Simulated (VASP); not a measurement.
# Re (I4/mmm) in VASP: further runs

Runs on Re. Level: PBEsol. Tasks: single point.

Program: VASP 6.6.1. These are calculated values, not measurements. Logs are shortened: lines on timing, memory, paths and dates and some standing lists are left out, and cuts for length are marked.

## 1. The cell of the first run

The structure is tetragonal, space group I4/mmm (No. 139). Conventional cell: a = 2.751 Å, b = 2.751 Å, c = 3.832 Å, α = 90.00°, β = 90.00°, γ = 90.00°. Re (site symmetry 4/mmm) has 12 Re at 2.73 to 2.75 Å within 3.6 Å.

## 2. Single point, PBEsol (strain -0.015 along x and y, -0.030 along z)

INCAR reads:

```
  PREC = Accurate
  ENCUT = 520
  EDIFF = 1E-7
  ISMEAR = 0
  SIGMA = 0.15
  LREAL = False
  LASPH = True
  NELM = 100
  ALGO = Normal
  ISIF = 2
  LWAVE = False
  LCHARG = True
  GGA = PS
  LELF = True
  LVHAR = True
  NBANDS = 10
```

KPOINTS reads:

```
regular mesh
0
Gamma
  20 20 20
```

POSCAR reads:

```
Re
1.0
    0.0000000000      1.9453750000      1.9157500000
    1.9453750000      0.0000000000      1.9157500000
    1.9453750000      1.9453750000      0.0000000000
Re
1
Direct
    0.0000000000      0.0000000000      0.0000000000
```

Potentials or basis: VASP PAW PBE potentials, release 64 (Re).

Command:

```console
$ cat potpaw_PBE.64/Re/POTCAR > POTCAR
$ mpirun -np 1 vasp_std > vasp.out
```

OUTCAR:

```text
PREC = Accurate
   ENCUT = 520
   EDIFF = 1E-7
   ISMEAR = 0
   LREAL = False
   LASPH = True
   NELM = 100
   ISIF = 2
   GGA = PS

 ion  position               nearest neighbor table
   1  0.000  0.000  0.000-

  LATTYP: Found a body centered tetragonal cell.
 ALAT       =     2.7511757089
 C/A-ratio  =     1.3926773152

  Lattice vectors:

 A1 = (   0.0000000000,  -1.9453750000,  -1.9157500000)
 A2 = (   0.0000000000,   1.9453750000,  -1.9157500000)
 A3 = (   1.9453750000,   0.0000000000,   1.9157500000)

Analysis of symmetry for initial positions (statically):
=====================================================================
 Subroutine PRICEL returns:
 Original cell was already a primitive cell.

 Routine SETGRP: Setting up the symmetry group for a
 body centered tetragonal supercell.

 Subroutine GETGRP returns: Found 16 space group operations
 (whereof 16 operations were pure point group operations)
 out of a pool of 16 trial point group operations.

The static configuration has the point symmetry D_4h.

Analysis of symmetry for dynamics (positions and initial velocities):
=====================================================================
 Subroutine PRICEL returns:
 Original cell was already a primitive cell.

 Routine SETGRP: Setting up the symmetry group for a
 body centered tetragonal supercell.

 Subroutine GETGRP returns: Found 16 space group operations
 (whereof 16 operations were pure point group operations)
 out of a pool of 16 trial point group operations.

The dynamic configuration has the point symmetry D_4h.

 Subroutine INISYM returns: Found 16 space group operations
 (whereof 16 operations are pure point group operations),
 and found     1 'primitive' translations

----------------------------------------------------------------------------------------

                                     Primitive cell

  volume of cell :      14.5003

  direct lattice vectors                    reciprocal lattice vectors
     0.000000000  1.945375000  1.915750000    -0.257019855  0.257019855  0.260994389
     1.945375000  0.000000000  1.915750000     0.257019855 -0.257019855  0.260994389
     1.945375000  1.945375000  0.000000000     0.257019855  0.257019855 -0.260994389

  length of vectors
     2.730308033  2.730308033  2.751175709     0.447477913  0.447477913  0.447477913

  position of ions in fractional coordinates (direct lattice)
     0.000000000  0.000000000  0.000000000

  ion indices of the primitive-cell ions
   primitive index   ion index
                 1           1

----------------------------------------------------------------------------------------

 KPOINTS: regular mesh

Automatic generation of k-mesh.
 Grid dimensions read from file:
 generate k-points for:   20   20   20

 Generating k-lattice:

  Cartesian coordinates                     Fractional coordinates (reciprocal lattice)
    -0.012850993  0.012850993  0.013049719     0.050000000  0.000000000  0.000000000
     0.012850993 -0.012850993  0.013049719     0.000000000  0.050000000  0.000000000
     0.012850993  0.012850993 -0.013049719     0.000000000  0.000000000  0.050000000

  Length of vectors
     0.022373896  0.022373896  0.022373896

  Shift w.r.t. Gamma in fractional coordinates (k-lattice)
     0.000000000  0.000000000  0.000000000

 Subroutine IBZKPT returns following result:
 ===========================================

 Found    641 irreducible k-points:

 Following reciprocal coordinates:
            Coordinates               Weight
  0.000000  0.000000  0.000000      1.000000
  0.050000  0.000000  0.000000      8.000000
  0.100000 -0.000000  0.000000      8.000000
  0.150000  0.000000  0.000000      8.000000
  0.200000 -0.000000  0.000000      8.000000
  0.250000 -0.000000  0.000000      8.000000
[... 16 lines left out ...]
 -0.400000  0.050000  0.000000      8.000000
 -0.350000  0.050000  0.000000      8.000000
 [... further k-points ...]
   k-points           NKPTS =    641   k-points in BZ     NKDIM =    641   number of bands    NBANDS=     10
   number of dos      NEDOS =    301   number of ions     NIONS =      1
   total plane-waves  NPLWV =   8000
   dimension x,y,z NGX =    20 NGY =   20 NGZ =   20
   dimension x,y,z NGXF=    40 NGYF=   40 NGZF=   40
   ions per type =               1
   NGX,Y,Z   is equivalent  to a cutoff of  12.18, 12.18, 12.09 a.u.
   NGXF,Y,Z  is equivalent  to a cutoff of  24.36, 24.36, 24.17 a.u.
 SYSTEM =  unknown system
   PREC   = accura    normal or accurate (medium, high low for compatibility)
   ISTART =      0    job   : 0-new  1-cont  2-samecut
   ICHARG =      2    charge: 1-file 2-atom 10-const
   ISPIN  =      1    spin polarized calculation?
   LNONCOLLINEAR =      F non collinear calculations
   LSORBIT =      F    spin-orbit coupling
   LASPH  =      T    aspherical Exc in radial PAW
   ENCUT  =  520.0 eV  38.22 Ry    6.18 a.u.   5.08  5.08  5.12*2*pi/ulx,y,z
   NELM   =    100;   NELMIN=  2; NELMDL= -5     # of ELM steps
   EDIFF  = 0.1E-06   stopping-criterion for ELM
   LREAL  =      F    real-space projection
   EDIFFG = 0.1E-05   stopping-criterion for IOM
   NSW    =      0    number of steps for IOM
   IBRION =     -1    ionic relax: 0-MD 1-quasi-New 2-CG
   NFREE  =      0    steps in history (QN), initial steepest desc. (CG)
   ISIF   =      2    stress and relaxation
   ISYM   =      2    0-nonsym 1-usesym 2-fastsym
   POTIM  = 0.5000    time-step for ionic-motion
   TEBEG  =    0.0;   TEEND  =   0.0 temperature during run
   PSTRESS=    0.0 pullay stress
   NELECT =       7.0000    total number of electrons
   NUPDOWN=      -1.0000    fix difference up-down
   EMIN   =  10.00;   EMAX   =-10.00  energy-range for DOS
   EFERMI =   0.00;   METHOD = LEGACY
   ISMEAR =     0;   SIGMA  =   0.15  broadening in eV -4-tet -1-fermi 0-gaus
   EFERMI_NEDOS =   21; number of points for ismear=-14 and -15
   IALGO  =     38    algorithm
   IMIX   =      4    mixing-type and parameters
     AMIX     =   0.40;   BMIX     =  1.00
     AMIX_MAG =   1.60;   BMIX_MAG =  1.00
  volume/ion in A,a.u.               =      14.50        97.85
  Fermi-wavevector in a.u.,A,eV,Ry     =   1.284248  2.426877 22.440005  1.649294
  Thomas-Fermi vector in A             =   2.416453
   LORBIT       =      0    0 simple, 1 ext, 2 COOP (PROOUT), +10 PAW based schemes
   GGA     = PS    functional components
   LHFCALC =     F    Hartree Fock is set to
   AEXX    =    0.0000 exact exchange contribution
   IVDW    =     0    specifies the selected vdW correction
   LEPSILON=     F    determine dielectric tensor
   LRPA    =     F    only Hartree local field effects (RPA)
 non-spin polarized calculation
 Gauss-broadening in eV      SIGMA  =   0.15
  energy-cutoff  :      520.00
  volume of cell :       14.50
 maximum number of plane-waves:       399
   NGX = 11   NGY = 11   NGZ = 11

 number of electron       7.0000001 magnetization

 Free energy of the ion-electron system (eV)
  ---------------------------------------------------
  ext. energy  EPLUGINS =         0.00000000
  ---------------------------------------------------
  free energy    TOTEN  =       -13.30428573 eV

  energy without entropy =      -13.29475928  energy(sigma->0) =      -13.29952250

 E-fermi :   8.1869     XC(G=0): -13.9001

 val. band max:        8.1780056205   @ k =   0.3500  -0.0000   0.2000
 cond. band min:       8.1951117994   @ k =  -0.3000   0.3000   0.0000
 fundamental gap:      0.0171061789
 Fermi energy:         8.1868525009

 k-point     1 :       0.0000    0.0000    0.0000
  band No.  band energies     occupation
      1      -2.0977      2.00000
      2       6.1379      2.00000
      3       6.1379      2.00000
      4       6.3628      2.00000
      5       9.3144      0.00000
      6       9.6248      0.00000
      7      22.1402      0.00000
      8      27.6695      0.00000
      9      27.6695      0.00000
     10      28.2249      0.00000

 k-point     2 :       0.0500    0.0000    0.0000
  band No.  band energies     occupation
      1      -1.9786      2.00000
      2       6.0893      2.00000
      3       6.1945      2.00000
      4       6.3852      2.00000
      5       9.2708      0.00000
      6       9.5737      0.00000
      7      22.3746      0.00000
      8      27.1713      0.00000
      9      27.8863      0.00000
     10      28.2993      0.00000

 k-point     3 :       0.1000   -0.0000    0.0000
  band No.  band energies     occupation
      1      -1.6319      2.00000
      2       5.8968      2.00000
      3       6.3453      2.00000
      4       6.5121      2.00000
      5       9.1699      0.00000
      6       9.4489      0.00000
      7      23.0247      0.00000
      8      25.9863      0.00000
      9      28.5198      0.00000
     10      28.9029      0.00000

 k-point     4 :       0.1500    0.0000    0.0000
  band No.  band energies     occupation
      1      -1.0926      2.00000
      2       5.6272      2.00000
      3       6.5263      2.00000
      4       6.6980      2.00000
      5       9.1029      0.00000
      6       9.3364      0.00000
      7      23.7664      0.00000
      8      24.9619      0.00000
      9      29.5256      0.00000
     10      29.9151      0.00000

 k-point     5 :       0.2000   -0.0000    0.0000
  band No.  band energies     occupation
      1      -0.4295      2.00000
      2       5.4054      2.00000
      3       6.6286      2.00000
      4       6.8263      2.00000
      5       9.2076      0.00000
      6       9.3713      0.00000
      7      23.1865      0.00000
      8      25.4527      0.00000
      9      30.8394      0.00000
     10      31.2401      0.00000

 k-point     6 :       0.2500   -0.0000    0.0000
  band No.  band energies     occupation
      1       0.2399      2.00000
      2       5.3749      2.00000
      3       6.5759      2.00000
      4       6.8031      2.00000
      5       9.5768      0.00000
      6       9.6624      0.00000
      7      22.1615      0.00000
      8      26.0661      0.00000
      9      32.3946      0.00000
     10      32.7441      0.00000
[... 183 lines left out ...]
 k-point    21 :       0.5000    0.0500    0.0000
  band No.  band energies     occupation
      1       1.2685      2.00000
      2       5.9711      2.00000
      3       5.9711      2.00000
      4       8.1374      1.35874
      5      12.1780      0.00000
      6      12.2778      0.00000
      7      18.3084      0.00000
      8      21.9034      0.00000
      9      28.3068      0.00000
     10      28.6041      0.00000

 k-point    22 :      -0.4500    0.0500    0.0000
  band No.  band energies     occupation
      1       1.2706      2.00000
      2       5.9713      2.00000
      3       5.9937      2.00000
      4       8.0469      1.81302
      5      11.9415      0.00000
      6      12.3563      0.00000
      7      18.4470      0.00000
      8      21.9790      0.00000
      9      28.4401      0.00000
     10      28.7243      0.00000

 k-point    23 :      -0.4000    0.0500    0.0000
  band No.  band energies     occupation
      1       1.2675      2.00000
      2       6.0529      2.00000
      3       6.0994      2.00000
      4       7.3985      2.00000
      5      11.4061      0.00000
      6      12.0829      0.00000
      7      19.2005      0.00000
      8      22.5452      0.00000
      9      28.9071      0.00000
     10      29.7810      0.00000

 k-point    24 :      -0.3500    0.0500    0.0000
  band No.  band energies     occupation
      1       1.2060      2.00000
      2       6.2074      2.00000
      3       6.2628      2.00000
      4       6.5321      2.00000
      5      10.6964      0.00000
      6      11.5703      0.00000
      7      20.1615      0.00000
      8      23.6474      0.00000
      9      29.8657      0.00000
     10      31.3589      0.00000

 [... further k-points ...]

------------------------ aborting loop because EDIFF is reached ----------------------------------------

  FORCE on cell =-STRESS in cart. coord.  units (eV):
  Direction    XX          YY          ZZ          XY          YZ          ZX
  --------------------------------------------------------------------------------------
  -------------------------------------------------------------------------------------
  Total        0.1168979      0.1168979      0.5410744      0.0000000     -0.0000000     -0.0000000
  in kB       12.9164120     12.9164120     59.7849752      0.0000000     -0.0000000     -0.0000000
  external PRESSURE =      28.5392664 kB  Pullay stress =       0.0000000 kB

 VOLUME and BASIS-vectors are now :
 -----------------------------------------------------------------------------
  energy-cutoff  :      520.00
  volume of cell :       14.50
      direct lattice vectors                 reciprocal lattice vectors
     0.000000000  1.945375000  1.915750000    -0.257019855  0.257019855  0.260994389
     1.945375000  0.000000000  1.915750000     0.257019855 -0.257019855  0.260994389
     1.945375000  1.945375000  0.000000000     0.257019855  0.257019855 -0.260994389

 POSITION                                       TOTAL-FORCE (eV/Angst)
 -----------------------------------------------------------------------------------
      0.00000      0.00000      0.00000         0.000000      0.000000      0.000000
 -----------------------------------------------------------------------------------
    total drift:                                0.000000      0.000000     -0.000000

  FREE ENERGIE OF THE ION-ELECTRON SYSTEM (eV)
  ---------------------------------------------------
  free  energy   TOTEN  =       -13.3042857275 eV

  energy  without entropy=      -13.2947592794  energy(sigma->0) =      -13.29952250
```

Wall time 33 s (1 thread of Intel Xeon 6975P-C (Granite Rapids), shared host); peak memory 0.2 GiB.

Results:

| Item | Value |
| --- | --- |
| Free energy | -13.3043 eV |
| Pressure | 2.9 GPa |
| Band gap on the k mesh | zero (an odd number of electrons rules out a gap without spin polarisation) |

Caveat: the cell differs from its parent crystal (strain -0.015 along x and y, -0.030 along z); the PAW data sets were made with another functional, which shifts forces and pressure a little; spin-orbit coupling is left out, which moves the levels of the heavy elements.

## 3. Single point, PBEsol (strain -0.030 along x and y, +0.015 along z)

INCAR reads:

```
SYSTEM = Re
  PREC = Accurate
  ENCUT = 520
  EDIFF = 1E-7
  ISMEAR = 0
  SIGMA = 0.15
  LREAL = .FALSE.
  LASPH = .TRUE.
  NELM = 100
  ALGO = Fast
  ISIF = 2
  LWAVE = .FALSE.
  LCHARG = .FALSE.
  GGA = PS
  NBANDS = 10
```

KPOINTS reads:

```
Automatic mesh
0
G
  20 20 20
  0 0 0
```

POSCAR reads:

```
Re
1.0
    0.0000000000      1.9157500000      2.0046250000
    1.9157500000      0.0000000000      2.0046250000
    1.9157500000      1.9157500000      0.0000000000
Re
1
Direct
    0.0000000000      0.0000000000      0.0000000000
```

Potentials or basis: VASP PAW PBE potentials, release 64 (Re).

Command:

```console
$ cat potpaw_PBE.64/Re/POTCAR > POTCAR
$ mpirun -np 1 vasp_std > vasp.out
```

It took 38 s on 1 thread of Intel Xeon 6975P-C (Granite Rapids), shared host; peak memory 0.22 GiB.

Results (log left out):

* Free energy: -13.2869 eV
* Pressure: -2.7 GPa
* Band gap on the k mesh: zero (an odd number of electrons rules out a gap without spin polarisation)

Stress tensor (GPa, compression positive):
```
  2.06   0.00   0.00
  0.00   2.06   0.00
  0.00   0.00 -12.14
```

Levels at points of the mesh, in eV from the Fermi level:
```csv
k point,band 1,band 2,band 3,band 4,band 5,band 6,band 7,band 8
"(0.00, 0.00, 0.00)",-10.18,-2.37,-1.70,-1.70,0.76,1.71,13.97,18.56
"(0.50, 0.00, 0.00)",-6.92,-2.49,-1.80,0.20,3.62,4.00,9.96,13.39
"(0.50, 0.50, 0.00)",-6.90,-5.94,2.16,3.83,4.53,4.53,12.22,12.79
"(0.50, 0.00, 0.50)",-6.86,-6.00,3.11,3.69,4.20,4.95,11.68,12.36
```

Caveat: the cell differs from its parent crystal (strain -0.030 along x and y, +0.015 along z); the PAW data sets were made with another functional, which shifts forces and pressure a little; spin-orbit coupling is left out, which moves the levels of the heavy elements.

[end of part 1 of 3]
